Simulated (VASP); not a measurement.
# Ir (Fm-3m) in VASP: a series of runs

The runs below take Ir through single point, with r2SCAN.

All numbers are computed with VASP 6.6.1; they aren't measurements. Logs are shortened: lines on timing, memory, paths and dates and some standing lists are left out, and cuts for length are marked.

## Step 1: The cell of the first run

It takes space group Fm-3m (No. 225, cubic). The conventional cell has a = 3.671 Å, b = 3.671 Å, c = 3.671 Å, α = 90.00°, β = 90.00°, γ = 90.00°. Within 3.4 Å of Ir (site symmetry m-3m) lie 12 Ir at 2.60 Å.

## Step 2: Single point, r2SCAN

POSCAR

```
Ir
1.0
    0.0000000000      1.8356887756      1.8356887756
    1.8356887756      0.0000000000      1.8356887756
    1.8356887756      1.8356887756      0.0000000000
Ir
1
Direct
    0.0000000000      0.0000000000      0.0000000000
```

INCAR.step1

```
PREC     = Accurate       # precision mode
ENCUT    = 520            # plane-wave cutoff, eV
ISMEAR   = 1              # smearing method
SIGMA    = 0.15           # smearing width, eV
LREAL    = F              # projectors in reciprocal space
LASPH    = T              # aspherical terms in the spheres
NELM     = 100            # most SCF steps
NBANDS   = 10             # bands
GGA      = PE             # functional
ALGO     = Normal         # electronic algorithm
EDIFF    = 1E-4           # SCF threshold, eV
LWAVE    = T              # write WAVECAR
LCHARG   = F              # write CHGCAR
```

INCAR.step2

```
PREC     = Accurate       # precision mode
ENCUT    = 520            # plane-wave cutoff, eV
EDIFF    = 1E-6           # SCF threshold, eV
ISMEAR   = 1              # smearing method
SIGMA    = 0.15           # smearing width, eV
LREAL    = F              # projectors in reciprocal space
LASPH    = T              # aspherical terms in the spheres
NELM     = 100            # most SCF steps
ALGO     = Normal         # electronic algorithm
ISIF     = 2              # what is computed and relaxed
LWAVE    = F              # write WAVECAR
LCHARG   = F              # write CHGCAR
METAGGA  = R2SCAN         # meta-GGA
LMIXTAU  = T            
NBANDS   = 10             # bands
ISTART   = 1
```

KPOINTS

```
Automatic mesh
0
Gamma
  13 13 13
```

Potentials or basis: VASP PAW PBE potentials, release 64 (Ir).

The run is started by

```sh
cat potpaw_PBE.64/Ir/POTCAR > POTCAR
cp INCAR.step1 INCAR
mpirun -np 1 vasp_std > vasp.out
cp INCAR.step2 INCAR
mpirun -np 1 vasp_std > vasp.out
```

OUTCAR:

```text
PREC = Accurate
   ENCUT = 520
   EDIFF = 1E-6
   ISMEAR = 1
   LREAL = F
   LASPH = T
   NELM = 100
   ISIF = 2
   METAGGA = R2SCAN
   ISTART = 1

 ion  position               nearest neighbor table
   1  0.000  0.000  0.000-

  LATTYP: Found a face centered cubic cell.
 ALAT       =     3.6713775512

  Lattice vectors:

 A1 = (   0.0000000000,   1.8356887756,   1.8356887756)
 A2 = (   1.8356887756,   0.0000000000,   1.8356887756)
 A3 = (   1.8356887756,   1.8356887756,   0.0000000000)

Analysis of symmetry for initial positions (statically):
=====================================================================
 Subroutine PRICEL returns:
 Original cell was already a primitive cell.

 Routine SETGRP: Setting up the symmetry group for a
 face centered cubic supercell.

 Subroutine GETGRP returns: Found 48 space group operations
 (whereof 48 operations were pure point group operations)
 out of a pool of 48 trial point group operations.

The static configuration has the point symmetry O_h .

Analysis of symmetry for dynamics (positions and initial velocities):
=====================================================================
 Subroutine PRICEL returns:
 Original cell was already a primitive cell.

 Routine SETGRP: Setting up the symmetry group for a
 face centered cubic supercell.

 Subroutine GETGRP returns: Found 48 space group operations
 (whereof 48 operations were pure point group operations)
 out of a pool of 48 trial point group operations.

The dynamic configuration has the point symmetry O_h .

 Subroutine INISYM returns: Found 48 space group operations
 (whereof 48 operations are pure point group operations),
 and found     1 'primitive' translations

----------------------------------------------------------------------------------------

                                     Primitive cell

  volume of cell :      12.3716

  direct lattice vectors                    reciprocal lattice vectors
     0.000000000  1.835688776  1.835688776    -0.272377326  0.272377326  0.272377326
     1.835688776  0.000000000  1.835688776     0.272377326 -0.272377326  0.272377326
     1.835688776  1.835688776  0.000000000     0.272377326  0.272377326 -0.272377326

  length of vectors
     2.596055963  2.596055963  2.596055963     0.471771367  0.471771367  0.471771367

  position of ions in fractional coordinates (direct lattice)
     0.000000000  0.000000000  0.000000000

  ion indices of the primitive-cell ions
   primitive index   ion index
                 1           1

----------------------------------------------------------------------------------------

 KPOINTS: Automatic mesh

Automatic generation of k-mesh.
 Grid dimensions read from file:
 generate k-points for:   13   13   13

 Generating k-lattice:

  Cartesian coordinates                     Fractional coordinates (reciprocal lattice)
    -0.020952102  0.020952102  0.020952102     0.076923077  0.000000000  0.000000000
     0.020952102 -0.020952102  0.020952102     0.000000000  0.076923077  0.000000000
     0.020952102  0.020952102 -0.020952102     0.000000000  0.000000000  0.076923077

  Length of vectors
     0.036290105  0.036290105  0.036290105

  Shift w.r.t. Gamma in fractional coordinates (k-lattice)
     0.000000000  0.000000000  0.000000000

 Subroutine IBZKPT returns following result:
 ===========================================

 Found     84 irreducible k-points:

 Following reciprocal coordinates:
            Coordinates               Weight
  0.000000  0.000000  0.000000      1.000000
  0.076923  0.000000  0.000000      8.000000
  0.153846  0.000000  0.000000      8.000000
  0.230769  0.000000  0.000000      8.000000
  0.307692  0.000000  0.000000      8.000000
  0.384615  0.000000  0.000000      8.000000
[... 16 lines left out ...]
  0.384615  0.153846  0.000000     24.000000
  0.461538  0.153846  0.000000     24.000000
 [... further k-points ...]
   k-points           NKPTS =     84   k-points in BZ     NKDIM =     84   number of bands    NBANDS=     10
   number of dos      NEDOS =    301   number of ions     NIONS =      1
   total plane-waves  NPLWV =   8000
   dimension x,y,z NGX =    20 NGY =   20 NGZ =   20
   dimension x,y,z NGXF=    40 NGYF=   40 NGZF=   40
   ions per type =               1
   NGX,Y,Z   is equivalent  to a cutoff of  12.81, 12.81, 12.81 a.u.
   NGXF,Y,Z  is equivalent  to a cutoff of  25.62, 25.62, 25.62 a.u.
 SYSTEM =  unknown system
   PREC   = accura    normal or accurate (medium, high low for compatibility)
   ISTART =      1    job   : 0-new  1-cont  2-samecut
   ICHARG =      0    charge: 1-file 2-atom 10-const
   ISPIN  =      1    spin polarized calculation?
   LNONCOLLINEAR =      F non collinear calculations
   LSORBIT =      F    spin-orbit coupling
   LASPH  =      T    aspherical Exc in radial PAW
   ENCUT  =  520.0 eV  38.22 Ry    6.18 a.u.   4.83  4.83  4.83*2*pi/ulx,y,z
   NELM   =    100;   NELMIN=  2; NELMDL=  0     # of ELM steps
   EDIFF  = 0.1E-05   stopping-criterion for ELM
   LREAL  =      F    real-space projection
   EDIFFG = 0.1E-04   stopping-criterion for IOM
   NSW    =      0    number of steps for IOM
   IBRION =     -1    ionic relax: 0-MD 1-quasi-New 2-CG
   NFREE  =      0    steps in history (QN), initial steepest desc. (CG)
   ISIF   =      2    stress and relaxation
   ISYM   =      2    0-nonsym 1-usesym 2-fastsym
   POTIM  = 0.5000    time-step for ionic-motion
   TEBEG  =    0.0;   TEEND  =   0.0 temperature during run
   PSTRESS=    0.0 pullay stress
   NELECT =       9.0000    total number of electrons
   NUPDOWN=      -1.0000    fix difference up-down
   EMIN   =  10.00;   EMAX   =-10.00  energy-range for DOS
   EFERMI =   0.00;   METHOD = LEGACY
   ISMEAR =     1;   SIGMA  =   0.15  broadening in eV -4-tet -1-fermi 0-gaus
   EFERMI_NEDOS =   21; number of points for ismear=-14 and -15
   IALGO  =     38    algorithm
   IMIX   =      4    mixing-type and parameters
     AMIX     =   0.40;   BMIX     =  1.00
     AMIX_MAG =   1.60;   BMIX_MAG =  1.00
  volume/ion in A,a.u.               =      12.37        83.49
  Fermi-wavevector in a.u.,A,eV,Ry     =   1.472358  2.782352 29.495209  2.167837
  Thomas-Fermi vector in A             =   2.587382
   LORBIT       =      0    0 simple, 1 ext, 2 COOP (PROOUT), +10 PAW based schemes
   METAGGA = R2SCAN    functional components
   LHFCALC =     F    Hartree Fock is set to
   AEXX    =    0.0000 exact exchange contribution
   IVDW    =     0    specifies the selected vdW correction
   LEPSILON=     F    determine dielectric tensor
   LRPA    =     F    only Hartree local field effects (RPA)
 non-spin polarized calculation
 Methfessel and Paxton  Order N= 1 SIGMA  =   0.15
  energy-cutoff  :      520.00
  volume of cell :       12.37
 maximum number of plane-waves:       341
   NGX =  9   NGY =  9   NGZ =  9

 number of electron       9.0000001 magnetization

 Free energy of the ion-electron system (eV)
  ---------------------------------------------------
  ext. energy  EPLUGINS =         0.00000000
  ---------------------------------------------------
  free energy    TOTEN  =       -51.94658176 eV

  energy without entropy =      -51.94578145  energy(sigma->0) =      -51.94631499

 E-fermi :  12.7103     XC(G=0): -16.2634

 val. band max:       12.6853522952   @ k =  -0.3077   0.3077   0.0769
 cond. band min:      12.7301197195   @ k =   0.3077   0.2308   0.0000
 fundamental gap:      0.0447674243
 Fermi energy:        12.7102546266

 k-point     1 :       0.0000    0.0000    0.0000
  band No.  band energies     occupation
      1      -0.3926      2.00000
      2       7.7710      2.00000
      3       7.7710      2.00000
      4       7.7710      2.00000
      5      11.1431      2.00000
      6      11.1431      2.00000
      7      27.3982      0.00000
      8      34.1293      0.00000
      9      34.1293      0.00000
     10      34.1293      0.00000

 k-point     2 :       0.0769    0.0000    0.0000
  band No.  band energies     occupation
      1      -0.0760      2.00000
      2       7.5900      2.00000
      3       7.9118      2.00000
      4       7.9118      2.00000
      5      11.0453      2.00000
      6      11.0453      2.00000
      7      27.9695      0.00000
      8      32.7569      0.00000
      9      34.6713      0.00000
     10      34.6713      0.00000

 k-point     3 :       0.1538    0.0000    0.0000
  band No.  band energies     occupation
      1       0.7918      2.00000
      2       7.2114      2.00000
      3       8.2171      2.00000
      4       8.2171      2.00000
      5      10.9154      2.00000
      6      10.9154      2.00000
      7      29.2924      0.00000
      8      30.6438      0.00000
      9      36.2048      0.00000
     10      36.2048      0.00000

 k-point     4 :       0.2308    0.0000    0.0000
  band No.  band energies     occupation
      1       1.8932      2.00000
      2       7.0985      2.00000
      3       8.3301      2.00000
      4       8.3301      2.00000
      5      11.1940      2.00000
      6      11.1940      2.00000
      7      28.1337      0.00000
      8      31.0831      0.00000
      9      38.4703      0.00000
     10      38.4703      0.00000
[... 222 lines left out ...]
 k-point    22 :       0.3077    0.1538    0.0000
  band No.  band energies     occupation
      1       3.1139      2.00000
      2       5.9684      2.00000
      3       7.9741      2.00000
      4       9.2740      2.00000
      5      11.3085      2.00000
      6      12.6188      1.84853
      7      28.8418      0.00000
      8      32.2955      0.00000
      9      34.9365      0.00000
     10      35.8238      0.00000

 k-point    23 :       0.3846    0.1538    0.0000
  band No.  band energies     occupation
      1       3.5919      2.00000
      2       6.6241      2.00000
      3       7.4726      2.00000
      4       9.0262      2.00000
      5      13.1931     -0.00005
      6      13.4678     -0.00000
      7      26.1564      0.00000
      8      30.6254      0.00000
      9      34.1620      0.00000
     10      36.3687      0.00000

 k-point    24 :       0.4615    0.1538    0.0000
  band No.  band energies     occupation
      1       3.6281      2.00000
      2       6.7582      2.00000
      3       8.2720      2.00000
      4       8.7109      2.00000
      5      13.9872     -0.00000
      6      15.3628     -0.00000
      7      23.1558      0.00000
      8      29.4348      0.00000
      9      33.5307      0.00000
     10      35.1237      0.00000

 [... further k-points ...]
[... 5 lines left out ...]
  --------------------------------------------------------------------------------------
  -------------------------------------------------------------------------------------
  Total        6.1162127      6.1162127      6.1162127     -0.0000000     -0.0000000      0.0000000
  in kB      792.0744634    792.0744634    792.0744634     -0.0000000     -0.0000000      0.0000000
  external PRESSURE =     792.0744634 kB  Pullay stress =       0.0000000 kB

 VOLUME and BASIS-vectors are now :
 -----------------------------------------------------------------------------
  energy-cutoff  :      520.00
  volume of cell :       12.37
      direct lattice vectors                 reciprocal lattice vectors
     0.000000000  1.835688776  1.835688776    -0.272377326  0.272377326  0.272377326
     1.835688776  0.000000000  1.835688776     0.272377326 -0.272377326  0.272377326
     1.835688776  1.835688776  0.000000000     0.272377326  0.272377326 -0.272377326

 POSITION                                       TOTAL-FORCE (eV/Angst)
 -----------------------------------------------------------------------------------
      0.00000      0.00000      0.00000         0.000000      0.000000      0.000000
 -----------------------------------------------------------------------------------
    total drift:                                0.000000     -0.000000     -0.000000

  FREE ENERGIE OF THE ION-ELECTRON SYSTEM (eV)
  ---------------------------------------------------
  free  energy   TOTEN  =       -51.9465817568 eV

  energy  without entropy=      -51.9457814473  energy(sigma->0) =      -51.94631499
```

Run time: 23 s. Hardware: 1 thread of Intel Xeon 6975P-C, shared host; peak memory 0.14 GiB.

Results:

```
Free energy : -51.9466 eV
Pressure    : 79.2 GPa
```

Caveat: the PAW data sets were made with another functional, which shifts forces and pressure a little; spin-orbit coupling is left out, which moves the levels of the heavy elements.

(Continued in part 2 of 2.)
